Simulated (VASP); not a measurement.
# SbMo (anti NiAs type) (P6_3/mmc) in VASP: notebook

Runs on SbMo (anti NiAs type). Level: PBEsol. Tasks: single point.

Program: VASP 6.6.1. These are calculated values, not measurements. Logs are shortened: lines on timing, memory, paths and dates and some standing lists are left out, and cuts for length are marked.

## Step 1: The cell of the first run

It takes space group P6_3/mmc (No. 194, hexagonal). Conventional cell: a = 2.837 Å, b = 2.837 Å, c = 7.890 Å, α = 90.00°, β = 90.00°, γ = 120.00°. Sb (site symmetry -3m) has 6 Mo at 2.56 Å and 6 Sb at 2.84 Å within 3.4 Å. Mo (site symmetry -6m2) has 6 Sb at 2.56 Å and 6 Mo at 2.84 Å within 3.4 Å.

## Step 2: Single point, PBEsol

INCAR

```
ALGO = Normal
EDIFF = 1E-6
ENCUT = 520
GGA = PS
ISIF = 2
ISMEAR = -1
LASPH = T
LCHARG = T
LELF = T
LREAL = F
LVHAR = T
LWAVE = F
NBANDS = 27
NELM = 100
PREC = Accurate
SIGMA = 0.08
```

KPOINTS

```
k-points
0
Gamma
  10 10 6
```

POSCAR

```
SbMo
1.0
    2.8373370602      0.0000000000      0.0000000000
   -1.4186685301      2.4572059732      0.0000000000
    0.0000000000      0.0000000000      7.8900575280
Sb Mo
2 2
Direct
    0.0000000000      0.0000000000      0.0000000000
    0.0000000000      0.0000000000      0.5000000000
    0.3333333333      0.6666666667      0.2500000000
    0.6666666667      0.3333333333      0.7500000000
```

Potentials or basis: VASP PAW PBE potentials, release 64 (Sb, Mo_sv).

Launch:

```sh
> cat potpaw_PBE.64/Sb/POTCAR potpaw_PBE.64/Mo_sv/POTCAR > POTCAR
> mpirun -np 1 vasp_std > vasp.out
```

OUTCAR:

```text
EDIFF = 1E-6
   ENCUT = 520
   GGA = PS
   ISIF = 2
   ISMEAR = -1
   LASPH = T
   LREAL = F
   NELM = 100
   PREC = Accurate

 ion  position               nearest neighbor table
   1  0.000  0.000  0.000-   3 2.56   4 2.56   3 2.56   4 2.56   4 2.56   3 2.56
   2  0.000  0.000  0.500-   3 2.56   4 2.56   3 2.56   4 2.56   4 2.56   3 2.56
   3  0.333  0.667  0.250-   1 2.56   2 2.56   1 2.56   2 2.56   1 2.56   2 2.56
   4  0.667  0.333  0.750-   1 2.56   2 2.56   1 2.56   2 2.56   1 2.56   2 2.56

  LATTYP: Found a hexagonal cell.
 ALAT       =     2.8373370602
 C/A-ratio  =     2.7807966980

  Lattice vectors:

 A1 = (   2.8373370602,   0.0000000000,   0.0000000000)
 A2 = (  -1.4186685301,   2.4572059732,   0.0000000000)
 A3 = (   0.0000000000,   0.0000000000,   7.8900575280)

Analysis of symmetry for initial positions (statically):
=====================================================================
 Subroutine PRICEL returns:
 Original cell was already a primitive cell.

 Routine SETGRP: Setting up the symmetry group for a
 hexagonal supercell.

 Subroutine GETGRP returns: Found 24 space group operations
 (whereof 12 operations were pure point group operations)
 out of a pool of 24 trial point group operations.

The static configuration has the point symmetry D_3d.
 The point group associated with its full space group is D_6h.

Analysis of symmetry for dynamics (positions and initial velocities):
=====================================================================
 Subroutine PRICEL returns:
 Original cell was already a primitive cell.

 Routine SETGRP: Setting up the symmetry group for a
 hexagonal supercell.

 Subroutine GETGRP returns: Found 24 space group operations
 (whereof 12 operations were pure point group operations)
 out of a pool of 24 trial point group operations.

The dynamic configuration has the point symmetry D_3d.
 The point group associated with its full space group is D_6h.

 Subroutine INISYM returns: Found 24 space group operations
 (whereof 12 operations are pure point group operations),
 and found     1 'primitive' translations

----------------------------------------------------------------------------------------

                                     Primitive cell

  volume of cell :      55.0089

  direct lattice vectors                    reciprocal lattice vectors
     2.837337060  0.000000000  0.000000000     0.352443146  0.203483145  0.000000000
    -1.418668530  2.457205973  0.000000000     0.000000000  0.406966291  0.000000000
     0.000000000  0.000000000  7.890057528     0.000000000  0.000000000  0.126741788

  length of vectors
     2.837337060  2.837337060  7.890057528     0.406966291  0.406966291  0.126741788

  position of ions in fractional coordinates (direct lattice)
     0.000000000  0.000000000  0.000000000
     0.000000000  0.000000000  0.500000000
     0.333333333  0.666666667  0.250000000
     0.666666667  0.333333333  0.750000000

  ion indices of the primitive-cell ions
   primitive index   ion index
                 1           1
                 2           2
                 3           3
                 4           4

----------------------------------------------------------------------------------------

 KPOINTS: k-points

Automatic generation of k-mesh.
 Grid dimensions read from file:
 generate k-points for:   10   10    6

 Generating k-lattice:

  Cartesian coordinates                     Fractional coordinates (reciprocal lattice)
     0.035244315  0.020348315  0.000000000     0.100000000  0.000000000  0.000000000
     0.000000000  0.040696629  0.000000000     0.000000000  0.100000000  0.000000000
     0.000000000  0.000000000  0.021123631     0.000000000  0.000000000  0.166666667

  Length of vectors
     0.040696629  0.040696629  0.021123631

  Shift w.r.t. Gamma in fractional coordinates (k-lattice)
     0.000000000  0.000000000  0.000000000

 Subroutine IBZKPT returns following result:
 ===========================================

 Found     56 irreducible k-points:

 Following reciprocal coordinates:
            Coordinates               Weight
  0.000000  0.000000  0.000000      1.000000
  0.100000  0.000000  0.000000      6.000000
  0.200000  0.000000  0.000000      6.000000
  0.300000  0.000000  0.000000      6.000000
  0.400000  0.000000  0.000000      6.000000
  0.500000  0.000000  0.000000      3.000000
[... 16 lines left out ...]
  0.300000  0.100000  0.166667     24.000000
  0.400000  0.100000  0.166667     24.000000
 [... further k-points ...]
   k-points           NKPTS =     56   k-points in BZ     NKDIM =     56   number of bands    NBANDS=     27
   number of dos      NEDOS =    301   number of ions     NIONS =      4
   total plane-waves  NPLWV =  34560
   dimension x,y,z NGX =    24 NGY =   24 NGZ =   60
   dimension x,y,z NGXF=    48 NGYF=   48 NGZF=  120
   ions per type =               2   2
   NGX,Y,Z   is equivalent  to a cutoff of  14.06, 14.06, 12.64 a.u.
   NGXF,Y,Z  is equivalent  to a cutoff of  28.12, 28.12, 25.28 a.u.
 SYSTEM =  unknown system
   PREC   = accura    normal or accurate (medium, high low for compatibility)
   ISTART =      0    job   : 0-new  1-cont  2-samecut
   ICHARG =      2    charge: 1-file 2-atom 10-const
   ISPIN  =      1    spin polarized calculation?
   LNONCOLLINEAR =      F non collinear calculations
   LSORBIT =      F    spin-orbit coupling
   LASPH  =      T    aspherical Exc in radial PAW
   ENCUT  =  520.0 eV  38.22 Ry    6.18 a.u.   5.28  5.28 14.67*2*pi/ulx,y,z
   NELM   =    100;   NELMIN=  2; NELMDL= -5     # of ELM steps
   EDIFF  = 0.1E-05   stopping-criterion for ELM
   LREAL  =      F    real-space projection
   EDIFFG = 0.1E-04   stopping-criterion for IOM
   NSW    =      0    number of steps for IOM
   IBRION =     -1    ionic relax: 0-MD 1-quasi-New 2-CG
   NFREE  =      0    steps in history (QN), initial steepest desc. (CG)
   ISIF   =      2    stress and relaxation
   ISYM   =      2    0-nonsym 1-usesym 2-fastsym
   POTIM  = 0.5000    time-step for ionic-motion
   TEBEG  =    0.0;   TEEND  =   0.0 temperature during run
   PSTRESS=    0.0 pullay stress
   NELECT =      38.0000    total number of electrons
   NUPDOWN=      -1.0000    fix difference up-down
   EMIN   =  10.00;   EMAX   =-10.00  energy-range for DOS
   EFERMI =   0.00;   METHOD = LEGACY
   ISMEAR =    -1;   SIGMA  =   0.08  broadening in eV -4-tet -1-fermi 0-gaus
   EFERMI_NEDOS =   21; number of points for ismear=-14 and -15
   IALGO  =     38    algorithm
   IMIX   =      4    mixing-type and parameters
     AMIX     =   0.40;   BMIX     =  1.00
     AMIX_MAG =   1.60;   BMIX_MAG =  1.00
  volume/ion in A,a.u.               =      13.75        92.80
  Fermi-wavevector in a.u.,A,eV,Ry     =   1.447189  2.734790 28.495429  2.094355
  Thomas-Fermi vector in A             =   2.565172
   LORBIT       =      0    0 simple, 1 ext, 2 COOP (PROOUT), +10 PAW based schemes
   GGA     = PS    functional components
   LHFCALC =     F    Hartree Fock is set to
   AEXX    =    0.0000 exact exchange contribution
   IVDW    =     0    specifies the selected vdW correction
   LEPSILON=     F    determine dielectric tensor
   LRPA    =     F    only Hartree local field effects (RPA)
 non-spin polarized calculation
  energy-cutoff  :      520.00
  volume of cell :       55.01
 maximum number of plane-waves:      1497
 NGX is ok and might be reduce to    24
   NGX = 11   NGY = 11   NGZ = 29

 number of electron      38.0000003 magnetization

 Free energy of the ion-electron system (eV)
  ---------------------------------------------------
  ext. energy  EPLUGINS =         0.00000000
  ---------------------------------------------------
  free energy    TOTEN  =       -27.06759148 eV

  energy without entropy =      -27.01554566  energy(sigma->0) =      -27.04156857

 E-fermi :  17.1056     XC(G=0): -13.8421

 val. band max:       17.0735262490   @ k =   0.2000   0.0000   0.5000
 cond. band min:      17.1315673789   @ k =   0.3000   0.0000   0.1667
 fundamental gap:      0.0580411299
 Fermi energy:        17.1055876108

 k-point     1 :       0.0000    0.0000    0.0000
  band No.  band energies     occupation
      1     -43.3670      2.00000
      2     -43.3656      2.00000
      3     -17.9698      2.00000
      4     -17.8809      2.00000
      5     -17.0555      2.00000
      6     -17.0555      2.00000
[... 19 lines left out ...]
     26      25.9987      0.00000
     27      26.4706      0.00000

 k-point     2 :       0.1000    0.0000    0.0000
  band No.  band energies     occupation
      1     -43.3518      2.00000
      2     -43.3501      2.00000
      3     -17.9452      2.00000
      4     -17.8577      2.00000
      5     -17.1666      2.00000
      6     -17.1575      2.00000
[... 19 lines left out ...]
     26      25.3668      0.00000
     27      26.0103      0.00000

 k-point     3 :       0.2000    0.0000    0.0000
  band No.  band energies     occupation
      1     -43.3119      2.00000
      2     -43.3094      2.00000
      3     -17.8798      2.00000
      4     -17.7971      2.00000
      5     -17.4500      2.00000
      6     -17.4426      2.00000
[... 19 lines left out ...]
     26      23.6475      0.00000
     27      25.1456      0.00000

 k-point     4 :       0.3000    0.0000    0.0000
  band No.  band energies     occupation
      1     -43.2621      2.00000
      2     -43.2587      2.00000
      3     -17.7971      2.00000
      4     -17.7871      2.00000
      5     -17.7831      2.00000
      6     -17.7229      2.00000
[... 19 lines left out ...]
     26      23.4355      0.00000
     27      24.1994      0.00000
[... 516 lines left out ...]
      4     -17.7542      2.00000
      5     -17.6440      2.00000
      6     -17.6410      2.00000
[... 19 lines left out ...]
     26      23.6910      0.00000
     27      24.0318      0.00000

 k-point    23 :       0.3000    0.1000    0.1667
  band No.  band energies     occupation
      1     -43.2336      2.00000
      2     -43.2306      2.00000
      3     -17.9253      2.00000
      4     -17.9225      2.00000
      5     -17.7440      2.00000
      6     -17.6877      2.00000
[... 19 lines left out ...]
     26      23.2258      0.00000
     27      24.4205      0.00000

 k-point    24 :       0.4000    0.1000    0.1667
  band No.  band energies     occupation
      1     -43.2053      2.00000
      2     -43.2019      2.00000
      3     -18.0948      2.00000
      4     -18.0920      2.00000
      5     -17.6953      2.00000
      6     -17.6478      2.00000
[... 19 lines left out ...]
     26      23.2071      0.00000
     27      24.9480      0.00000

 [... further k-points ...]
[... 5 lines left out ...]
  --------------------------------------------------------------------------------------
  -------------------------------------------------------------------------------------
  Total       32.4984166     32.4984166     32.0559476      0.0000000     -0.0000000      0.0000000
  in kB      946.5425067    946.5425067    933.6552395      0.0000000     -0.0000000      0.0000000
  external PRESSURE =     942.2467510 kB  Pullay stress =       0.0000000 kB

 VOLUME and BASIS-vectors are now :
 -----------------------------------------------------------------------------
  energy-cutoff  :      520.00
  volume of cell :       55.01
      direct lattice vectors                 reciprocal lattice vectors
     2.837337060  0.000000000  0.000000000     0.352443146  0.203483145  0.000000000
    -1.418668530  2.457205973  0.000000000     0.000000000  0.406966291  0.000000000
     0.000000000  0.000000000  7.890057528     0.000000000  0.000000000  0.126741788

 POSITION                                       TOTAL-FORCE (eV/Angst)
 -----------------------------------------------------------------------------------
      0.00000      0.00000      0.00000        -0.000000      0.000000     -0.000000
      0.00000      0.00000      3.94503         0.000000      0.000000     -0.000000
     -0.00000      1.63814      1.97251        -0.000000     -0.000000      0.000000
      1.41867      0.81907      5.91754         0.000000      0.000000     -0.000000
 -----------------------------------------------------------------------------------
    total drift:                               -0.000000      0.000000     -0.000000

  FREE ENERGIE OF THE ION-ELECTRON SYSTEM (eV)
  ---------------------------------------------------
  free  energy   TOTEN  =       -27.0675914778 eV

  energy  without entropy=      -27.0155456600  energy(sigma->0) =      -27.04156857
```

Run time: 79 s. Hardware: 1 thread of Intel Xeon Platinum 8259CL at 2.50GHz (Skylake/Cascade Lake), shared host; peak memory 0.22 GiB.

What came out:

```
Free energy            : -27.0676 eV
Pressure               : 94.2 GPa
Band gap on the k mesh : zero (bands 19 and 20 overlap by 2.06 eV)
```

Stress tensor (GPa, compression positive):
```
94.65  0.00  0.00
 0.00 94.65  0.00
 0.00  0.00 93.37
```

Caveat: the cell stands under pressure; the PAW data sets were made with another functional, which shifts forces and pressure a little; spin-orbit coupling is left out, which moves the levels of the heavy elements.

## Step 3: Single point, PBEsol

INCAR

```
SYSTEM = SbMo
PREC     = Accurate       ! precision mode
ENCUT    = 520            ! plane-wave cutoff, eV
EDIFF    = 1E-7           ! SCF threshold, eV
ISMEAR   = -1             ! smearing method
SIGMA    = 0.08           ! smearing width, eV
LREAL    = .False.        ! projectors in reciprocal space
LASPH    = .True.         ! aspherical terms in the spheres
NELM     = 80             ! most SCF steps
ALGO     = Normal         ! electronic algorithm
ISIF     = 2              ! what is computed and relaxed
LWAVE    = .False.        ! write WAVECAR
LCHARG   = .True.         ! write CHGCAR
GGA      = PS             ! functional
LELF     = .True.         ! ELF
LVHAR    = .True.       
NBANDS   = 27             ! bands
```

KPOINTS

```
regular mesh
0
Gamma
  10 10 6
  0 0 0
```

POSCAR is that of step 2.

Potentials or basis: VASP PAW PBE potentials, release 64 (Sb, Mo_sv).

Launch:

```sh
> cat potpaw_PBE.64/Sb/POTCAR potpaw_PBE.64/Mo_sv/POTCAR > POTCAR
> mpirun -np 1 vasp_std > vasp.out
```

Run time: 87 s. Hardware: 1 thread of Intel Xeon Platinum 8259CL at 2.50GHz (Skylake/Cascade Lake), shared host; peak memory 0.22 GiB.

It converged, with:

- Free energy: -27.0676 eV
- Pressure: 94.2 GPa
- Band gap on the k mesh: zero (bands 19 and 20 overlap by 2.06 eV)

Stress tensor (GPa, compression positive):
```
94.66  0.00  0.00
 0.00 94.66  0.00
 0.00  0.00 93.39
```

Levels at points of the mesh, in eV from the Fermi level:
```csv
k point,band 17,band 18,band 19,band 20,band 21,band 22
"(0.00, 0.00, 0.00)",-1.15,-1.15,0.36,0.36,0.85,0.85
"(0.50, 0.00, 0.00)",-1.81,-0.55,0.05,0.57,2.40,3.68
"(0.00, 0.00, 0.50)",-1.40,-1.40,0.64,0.64,0.64,0.64
"(0.50, 0.00, 0.50)",-1.47,-1.47,1.14,1.14,3.67,3.67
```

Caveat: the cell stands under pressure; the PAW data sets were made with another functional, which shifts forces and pressure a little; spin-orbit coupling is left out, which moves the levels of the heavy elements.
